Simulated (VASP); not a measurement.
# MgB (P4/mmm) in VASP: a series of runs

Runs on MgB. Level: PBE. Tasks: relaxation of cell and atoms, single point.

Everything below comes from runs of VASP 6.6.1. Logs are shortened: lines on timing, memory, paths and dates and some standing lists are left out, and cuts for length are marked.

## (1) The cell of the first run

The structure is tetragonal, space group P4/mmm (No. 123). The conventional cell has a = 2.899 Å, b = 2.899 Å, c = 2.883 Å, α = 90.00°, β = 90.00°, γ = 90.00°. Mg (site symmetry 4/mmm) has 8 B at 2.51 Å and 6 Mg at 2.88 to 2.90 Å within 3.3 Å. Within 3.3 Å of B (site symmetry 4/mmm) lie 8 Mg at 2.51 Å and 6 B at 2.88 to 2.90 Å.

## (2) Relaxation of cell and atoms, PBE

INCAR

```
PREC = Accurate
ENCUT = 600
EDIFF = 1E-7
ISMEAR = 0
SIGMA = 0.1
LREAL = False
LASPH = True
NELM = 120
ALGO = Normal
ISIF = 3
LWAVE = False
LCHARG = False
GGA = PE
IBRION = 2
NSW = 100
EDIFFG = -0.01
GGA_COMPAT = False
NELMIN = 4
```

KPOINTS

```
Automatic mesh
0
Gamma
  20 20 20
```

POSCAR

```
MgB
1.0
    2.8991104947      0.0000000000      0.0000000000
    0.0000000000      2.8991104947      0.0000000000
    0.0000000000      0.0000000000      2.8832307962
Mg B
1 1
Direct
    0.0000000000      0.0000000000      0.0000000000
    0.5000000000      0.5000000000      0.5000000000
```

Potentials or basis: VASP PAW PBE potentials, release 64 (Mg, B).

Command:

```
> cat potpaw_PBE.64/Mg/POTCAR potpaw_PBE.64/B/POTCAR > POTCAR
> mpirun -np 1 vasp_std > vasp.out
```

OUTCAR:

```text
PREC = Accurate
   ENCUT = 600
   EDIFF = 1E-7
   ISMEAR = 0
   LREAL = False
   LASPH = True
   NELM = 120
   ISIF = 3
   GGA = PE
   IBRION = 2
   NSW = 100
   EDIFFG = -0.01
   NELMIN = 4

 ion  position               nearest neighbor table
   1  0.000  0.000  0.000-   2 2.51   2 2.51   2 2.51   2 2.51   2 2.51   2 2.51   2 2.51   2 2.51

   2  0.500  0.500  0.500-   1 2.51   1 2.51   1 2.51   1 2.51   1 2.51   1 2.51   1 2.51   1 2.51

  LATTYP: Found a simple tetragonal cell.
 ALAT       =     2.8991104947
 C/A-ratio  =     0.9945225618

  Lattice vectors:

 A1 = (   2.8991104947,   0.0000000000,   0.0000000000)
 A2 = (   0.0000000000,   2.8991104947,   0.0000000000)
 A3 = (   0.0000000000,   0.0000000000,   2.8832307962)

Analysis of symmetry for initial positions (statically):
=====================================================================
 Subroutine PRICEL returns:
 Original cell was already a primitive cell.

 Routine SETGRP: Setting up the symmetry group for a
 simple tetragonal supercell.

 Subroutine GETGRP returns: Found 16 space group operations
 (whereof 16 operations were pure point group operations)
 out of a pool of 16 trial point group operations.

The static configuration has the point symmetry D_4h.

Analysis of symmetry for dynamics (positions and initial velocities):
=====================================================================
 Subroutine PRICEL returns:
 Original cell was already a primitive cell.

 Routine SETGRP: Setting up the symmetry group for a
 simple tetragonal supercell.

 Subroutine GETGRP returns: Found 16 space group operations
 (whereof 16 operations were pure point group operations)
 out of a pool of 16 trial point group operations.

The dynamic configuration has the point symmetry D_4h.

 Subroutine INISYM returns: Found 16 space group operations
 (whereof 16 operations are pure point group operations),
 and found     1 'primitive' translations

----------------------------------------------------------------------------------------

                                     Primitive cell

  volume of cell :      24.2331

  direct lattice vectors                    reciprocal lattice vectors
     2.899110495  0.000000000  0.000000000     0.344933386  0.000000000  0.000000000
     0.000000000  2.899110495  0.000000000     0.000000000  0.344933386  0.000000000
     0.000000000  0.000000000  2.883230796     0.000000000  0.000000000  0.346833143

  length of vectors
     2.899110495  2.899110495  2.883230796     0.344933386  0.344933386  0.346833143

  position of ions in fractional coordinates (direct lattice)
     0.000000000  0.000000000  0.000000000
     0.500000000  0.500000000  0.500000000

  ion indices of the primitive-cell ions
   primitive index   ion index
                 1           1
                 2           2

----------------------------------------------------------------------------------------

 KPOINTS: Automatic mesh

Automatic generation of k-mesh.
 Grid dimensions read from file:
 generate k-points for:   20   20   20

 Generating k-lattice:

  Cartesian coordinates                     Fractional coordinates (reciprocal lattice)
     0.017246669  0.000000000  0.000000000     0.050000000  0.000000000  0.000000000
     0.000000000  0.017246669  0.000000000     0.000000000  0.050000000  0.000000000
     0.000000000  0.000000000  0.017341657     0.000000000  0.000000000  0.050000000

  Length of vectors
     0.017246669  0.017246669  0.017341657

  Shift w.r.t. Gamma in fractional coordinates (k-lattice)
     0.000000000  0.000000000  0.000000000

 Subroutine IBZKPT returns following result:
 ===========================================

 Found    726 irreducible k-points:

 Following reciprocal coordinates:
            Coordinates               Weight
  0.000000  0.000000  0.000000      1.000000
  0.050000  0.000000  0.000000      4.000000
  0.100000  0.000000  0.000000      4.000000
  0.150000  0.000000  0.000000      4.000000
  0.200000  0.000000  0.000000      4.000000
  0.250000  0.000000  0.000000      4.000000
[... 16 lines left out ...]
  0.150000  0.100000  0.000000      8.000000
  0.200000  0.100000  0.000000      8.000000
 [... further k-points ...]
   k-points           NKPTS =    726   k-points in BZ     NKDIM =    726   number of bands    NBANDS=      6
   number of dos      NEDOS =    301   number of ions     NIONS =      2
   total plane-waves  NPLWV =  13824
   dimension x,y,z NGX =    24 NGY =   24 NGZ =   24
   dimension x,y,z NGXF=    48 NGYF=   48 NGZF=   48
   ions per type =               1   1
   NGX,Y,Z   is equivalent  to a cutoff of  13.76, 13.76, 13.84 a.u.
   NGXF,Y,Z  is equivalent  to a cutoff of  27.53, 27.53, 27.68 a.u.
 SYSTEM =  unknown system
   PREC   = accura    normal or accurate (medium, high low for compatibility)
   ISTART =      0    job   : 0-new  1-cont  2-samecut
   ICHARG =      2    charge: 1-file 2-atom 10-const
   ISPIN  =      1    spin polarized calculation?
   LNONCOLLINEAR =      F non collinear calculations
   LSORBIT =      F    spin-orbit coupling
   LASPH  =      T    aspherical Exc in radial PAW
   ENCUT  =  600.0 eV  44.10 Ry    6.64 a.u.   5.79  5.79  5.76*2*pi/ulx,y,z
   NELM   =    120;   NELMIN=  4; NELMDL= -5     # of ELM steps
   EDIFF  = 0.1E-06   stopping-criterion for ELM
   LREAL  =      F    real-space projection
   EDIFFG = -.1E-01   stopping-criterion for IOM
   NSW    =    100    number of steps for IOM
   IBRION =      2    ionic relax: 0-MD 1-quasi-New 2-CG
   NFREE  =      1    steps in history (QN), initial steepest desc. (CG)
   ISIF   =      3    stress and relaxation
   ISYM   =      2    0-nonsym 1-usesym 2-fastsym
   POTIM  = 0.5000    time-step for ionic-motion
   TEBEG  =    0.0;   TEEND  =   0.0 temperature during run
   PSTRESS=    0.0 pullay stress
   NELECT =       5.0000    total number of electrons
   NUPDOWN=      -1.0000    fix difference up-down
   EMIN   =  10.00;   EMAX   =-10.00  energy-range for DOS
   EFERMI =   0.00;   METHOD = LEGACY
   ISMEAR =     0;   SIGMA  =   0.10  broadening in eV -4-tet -1-fermi 0-gaus
   EFERMI_NEDOS =   21; number of points for ismear=-14 and -15
   IALGO  =     38    algorithm
   IMIX   =      4    mixing-type and parameters
     AMIX     =   0.40;   BMIX     =  1.00
     AMIX_MAG =   1.60;   BMIX_MAG =  1.00
  volume/ion in A,a.u.               =      12.12        81.77
  Fermi-wavevector in a.u.,A,eV,Ry     =   0.967376  1.828075 12.732547  0.935816
  Thomas-Fermi vector in A             =   2.097256
   LORBIT       =      0    0 simple, 1 ext, 2 COOP (PROOUT), +10 PAW based schemes
   GGA     = PE    functional components
   LHFCALC =     F    Hartree Fock is set to
   AEXX    =    0.0000 exact exchange contribution
   IVDW    =     0    specifies the selected vdW correction
   LEPSILON=     F    determine dielectric tensor
   LRPA    =     F    only Hartree local field effects (RPA)
 conjugate gradient relaxation of ions
 non-spin polarized calculation
 Gauss-broadening in eV      SIGMA  =   0.10
  energy-cutoff  :      600.00
  volume of cell :       24.23
 maximum number of plane-waves:       840
 NGX is ok and might be reduce to    24
   NGX = 11   NGY = 11   NGZ = 11

--------------------------------------- Ionic step        1  -------------------------------------------

 number of electron       5.0000000 magnetization

 Free energy of the ion-electron system (eV)
  ---------------------------------------------------
  ext. energy  EPLUGINS =         0.00000000
  ---------------------------------------------------
  free energy    TOTEN  =        -6.61725572 eV

  energy without entropy =       -6.61467421  energy(sigma->0) =       -6.61596497

------------------------ aborting loop because EDIFF is reached ----------------------------------------

  FORCE on cell =-STRESS in cart. coord.  units (eV):
  Direction    XX          YY          ZZ          XY          YZ          ZX
  --------------------------------------------------------------------------------------
  -------------------------------------------------------------------------------------
  Total       -0.0325987     -0.0325987      0.0084772      0.0000000     -0.0000000      0.0000000
  in kB       -2.1552744     -2.1552744      0.5604737      0.0000000     -0.0000000      0.0000000
  external PRESSURE =      -1.2500250 kB  Pullay stress =       0.0000000 kB
[... 93 lines left out ...]
  energy  without entropy=       -6.6147159937  energy(sigma->0) =       -6.61601004

--------------------------------------- Ionic step        4  -------------------------------------------

 number of electron       5.0000000 magnetization

 Free energy of the ion-electron system (eV)
  ---------------------------------------------------
  ext. energy  EPLUGINS =         0.00000000
  ---------------------------------------------------
  free energy    TOTEN  =        -6.61732576 eV

  energy without entropy =       -6.61472755  energy(sigma->0) =       -6.61602665

 E-fermi :   4.7127     XC(G=0): -10.3709

 val. band max:        4.7104433076   @ k =   0.3500   0.3500   0.3500
 cond. band min:       4.7282709330   @ k =   0.2000   0.2000   0.1000
 fundamental gap:      0.0178276254
 Fermi energy:         4.7127400220

 k-point     1 :       0.0000    0.0000    0.0000
  band No.  band energies     occupation
      1      -6.1477      2.00000
      2       7.1303      0.00000
      3       7.1303      0.00000
      4       7.1921      0.00000
      5      11.6413      0.00000
      6      11.6815      0.00000

 k-point     2 :       0.0500    0.0000    0.0000
  band No.  band energies     occupation
      1      -6.1082      2.00000
      2       6.7692      0.00000
      3       7.1531      0.00000
      4       7.2149      0.00000
      5      11.7142      0.00000
      6      11.9775      0.00000
[... 190 lines left out ...]
 k-point    24 :       0.2000    0.1000    0.0000
  band No.  band energies     occupation
      1      -5.3649      2.00000
      2       3.9152      2.00000
      3       6.3818      0.00000
      4       7.6256      0.00000
      5      12.9408      0.00000
      6      14.1543      0.00000

 [... further k-points ...]
[... 5 lines left out ...]
  --------------------------------------------------------------------------------------
  -------------------------------------------------------------------------------------
  Total        0.0001000      0.0001000      0.0192041      0.0000000     -0.0000000      0.0000000
  in kB        0.0066275      0.0066275      1.2721754      0.0000000     -0.0000000      0.0000000
  external PRESSURE =       0.4284768 kB  Pullay stress =       0.0000000 kB
[... 17 lines left out ...]
  FREE ENERGIE OF THE ION-ELECTRON SYSTEM (eV)
  ---------------------------------------------------
  free  energy   TOTEN  =        -6.6173257595 eV

  energy  without entropy=       -6.6147275486  energy(sigma->0) =       -6.61602665

 reached required accuracy - stopping structural energy minimisation
```

Run time: 78 s. Hardware: 1 thread of Intel Xeon Platinum 8488C (Sapphire Rapids), shared host; peak memory 0.31 GiB.

Results:

* Free energy: -6.6173 eV
* Relaxed volume: 12.09 Å³/atom
* Relaxed cell: a = 2.894 Å, b = 2.894 Å, c = 2.887 Å, α = 90.00°, β = 90.00°, γ = 90.00°
* Space group after relaxing (to 0.05 Å): Pm-3m (No. 221)
* Energy gained by relaxing: 0.0 meV/atom
* Ionic steps: 4
* Pressure after relaxing: 0.0 GPa

Final structure:
```
Mg B
1.0
     2.89445    0.00000    0.00000
     0.00000    2.89445    0.00000
     0.00000    0.00000    2.88686
Mg B
1 1
Direct
  0.00000 0.00000 0.00000
  0.50000 0.50000 0.50000
```

## (3) Single point, PBE

INCAR

```
SYSTEM = MgB
ALGO     = Normal         ! electronic algorithm
EDIFF    = 1E-6           ! SCF threshold, eV
ENCUT    = 600            ! plane-wave cutoff, eV
GGA      = PE             ! functional
GGA_COMPAT= .False.      
ISIF     = 2              ! what is computed and relaxed
ISMEAR   = 0              ! smearing method
LASPH    = .True.         ! aspherical terms in the spheres
LCHARG   = .False.        ! write CHGCAR
LREAL    = .False.        ! projectors in reciprocal space
LWAVE    = .False.        ! write WAVECAR
NBANDS   = 10             ! bands
NELM     = 120            ! most SCF steps
PREC     = Accurate       ! precision mode
SIGMA    = 0.1            ! smearing width, eV
```

KPOINTS

```
k-points
0
Gamma
  22 22 16
  0 0 0
```

POSCAR is that of step 2.

Potentials or basis: VASP PAW PBE potentials, release 64 (Mg, B).

Command:

```
> cat potpaw_PBE.64/Mg/POTCAR potpaw_PBE.64/B/POTCAR > POTCAR
> mpirun -np 1 vasp_std > vasp.out
```

Run time: 73 s. Hardware: 1 thread of AMD EPYC 9R45 (Zen 5), shared host; peak memory 0.31 GiB.

Results (log left out):

| Property | Result |
| --- | --- |
| Free energy | -6.6180 eV |
| Pressure | -0.2 GPa |

Levels at points of the mesh, in eV from the Fermi level:
```tsv
k point	band 1	band 2	band 3	band 4	band 5	band 6	band 7	band 8
(0.00, 0.00, 0.00)	-10.80	2.44	2.44	2.57	6.95	7.04	8.96	18.14
(0.50, 0.00, 0.00)	-7.70	-5.78	3.59	3.71	10.60	10.86	11.64	12.14
(0.50, 0.50, 0.00)	-4.89	-3.34	-3.34	1.65	5.00	12.92	12.92	14.40
(0.00, 0.00, 0.50)	-7.66	-5.75	3.62	3.62	10.53	10.86	11.61	12.11
(0.50, 0.00, 0.50)	-4.83	-3.32	-3.30	1.70	4.93	12.80	12.84	14.25
(0.50, 0.50, 0.50)	-1.78	-1.35	-1.33	-1.33	3.96	3.98	3.98	10.14
```

## (4) Single point, PBE

INCAR

```
PREC = Accurate ; ENCUT = 600
EDIFF = 1E-6 ; ISMEAR = 0
SIGMA = 0.1 ; LREAL = False
LASPH = True ; NELM = 120
ALGO = Normal ; ISIF = 2
LWAVE = False ; LCHARG = False
GGA = PE ; NBANDS = 10
GGA_COMPAT = False
```

KPOINTS

```
Automatic mesh
0
Gamma
  20 20 20
```

POSCAR

```
MgB
1.0
    2.8954896898      0.0000000000      0.0000000000
    0.0000000000      2.8954896898      0.0000000000
    0.0000000000      0.0000000000      2.8944578981
Mg B
1 1
Direct
    0.0000000000      0.0000000000      0.0000000000
    0.5000000000      0.5000000000      0.5000000000
```

Potentials or basis: VASP PAW PBE potentials, release 64 (Mg, B).

Command:

```
> cat potpaw_PBE.64/Mg/POTCAR potpaw_PBE.64/B/POTCAR > POTCAR
> mpirun -np 1 vasp_std > vasp.out
```

OUTCAR:

```text
PREC = Accurate
   ENCUT = 600
   EDIFF = 1E-6
   ISMEAR = 0
   LREAL = False
   LASPH = True
   NELM = 120
   ISIF = 2
   GGA = PE

 ion  position               nearest neighbor table
   1  0.000  0.000  0.000-   2 2.51   2 2.51   2 2.51   2 2.51   2 2.51   2 2.51   2 2.51   2 2.51

   2  0.500  0.500  0.500-   1 2.51   1 2.51   1 2.51   1 2.51   1 2.51   1 2.51   1 2.51   1 2.51

  LATTYP: Found a simple tetragonal cell.
 ALAT       =     2.8954896898
 C/A-ratio  =     0.9996436555

  Lattice vectors:

 A1 = (   2.8954896898,   0.0000000000,   0.0000000000)
 A2 = (   0.0000000000,   2.8954896898,   0.0000000000)
 A3 = (   0.0000000000,   0.0000000000,   2.8944578981)

Analysis of symmetry for initial positions (statically):
=====================================================================
 Subroutine PRICEL returns:
 Original cell was already a primitive cell.

 Routine SETGRP: Setting up the symmetry group for a
 simple tetragonal supercell.

 Subroutine GETGRP returns: Found 16 space group operations
 (whereof 16 operations were pure point group operations)
 out of a pool of 16 trial point group operations.

[... 164 lines left out ...]

 val. band max:        4.6847758435   @ k =   0.2500   0.0500   0.2000
 cond. band min:       4.7164202786   @ k =   0.2000   0.2000   0.1000
 fundamental gap:      0.0316444351
 Fermi energy:         4.6875599563

 k-point     1 :       0.0000    0.0000    0.0000
  band No.  band energies     occupation
      1      -6.1512      2.00000
      2       7.1177      0.00000
      3       7.1177      0.00000
      4       7.1260      0.00000
      5      11.6301      0.00000
      6      11.6356      0.00000
      7      13.5707      0.00000
      8      22.7863      0.00000
      9      22.7863      0.00000
     10      22.7920      0.00000
[... 287 lines left out ...]
 k-point    24 :       0.2000    0.1000    0.0000
  band No.  band energies     occupation
      1      -5.3689      2.00000
      2       3.9060      2.00000
      3       6.3703      0.00000
      4       7.5611      0.00000
      5      12.8745      0.00000
      6      14.1082      0.00000
      7      15.4805      0.00000
      8      19.3461      0.00000
      9      20.3977      0.00000
     10      22.6034      0.00000

 [... further k-points ...]
[... 5 lines left out ...]
  --------------------------------------------------------------------------------------
  -------------------------------------------------------------------------------------
  Total       -0.0382144     -0.0382144     -0.0355854      0.0000000      0.0000000      0.0000000
  in kB       -2.5230512     -2.5230512     -2.3494745      0.0000000      0.0000000      0.0000000
  external PRESSURE =      -2.4651923 kB  Pullay stress =       0.0000000 kB

 VOLUME and BASIS-vectors are now :
 -----------------------------------------------------------------------------
  energy-cutoff  :      600.00
  volume of cell :       24.27
      direct lattice vectors                 reciprocal lattice vectors
     2.895489690  0.000000000  0.000000000     0.345364725  0.000000000  0.000000000
     0.000000000  2.895489690  0.000000000     0.000000000  0.345364725  0.000000000
     0.000000000  0.000000000  2.894457898     0.000000000  0.000000000  0.345487838

 POSITION                                       TOTAL-FORCE (eV/Angst)
 -----------------------------------------------------------------------------------
      0.00000      0.00000      0.00000         0.000000      0.000000      0.000000
      1.44774      1.44774      1.44723         0.000000      0.000000      0.000000
 -----------------------------------------------------------------------------------
    total drift:                                0.000000     -0.000000     -0.000000

  FREE ENERGIE OF THE ION-ELECTRON SYSTEM (eV)
  ---------------------------------------------------
  free  energy   TOTEN  =        -6.6172973800 eV

  energy  without entropy=       -6.6146765342  energy(sigma->0) =       -6.61598696
```

It took 59 s on 1 thread of AMD EPYC 9R45 (Zen 5), shared host; peak memory 0.31 GiB.

What came out:

* Free energy: -6.6173 eV
* Pressure: -0.2 GPa

## (5) Summary

```tsv
task	cell	k mesh	gap on the mesh (eV)	pressure (GPa)
relaxation of cell and atoms	relaxed from a = 2.899, b = 2.899, c = 2.883 Å, 2 atoms	20 × 20 × 20	none	0.0
single point	a = 2.899, b = 2.899, c = 2.883 Å, 2 atoms	22 × 22 × 16	none	-0.2
single point	a = 2.895, b = 2.895, c = 2.894 Å, 2 atoms	20 × 20 × 20	none	-0.2
```

Alike in all rows: level PBE; potentials or basis VASP PAW PBE potentials, release 64 (Mg, B); no spin polarisation; cutoff (eV) 600; smearing gaussian 0.1 eV.

Absolute energies hang on the potentials; compare differences alone.
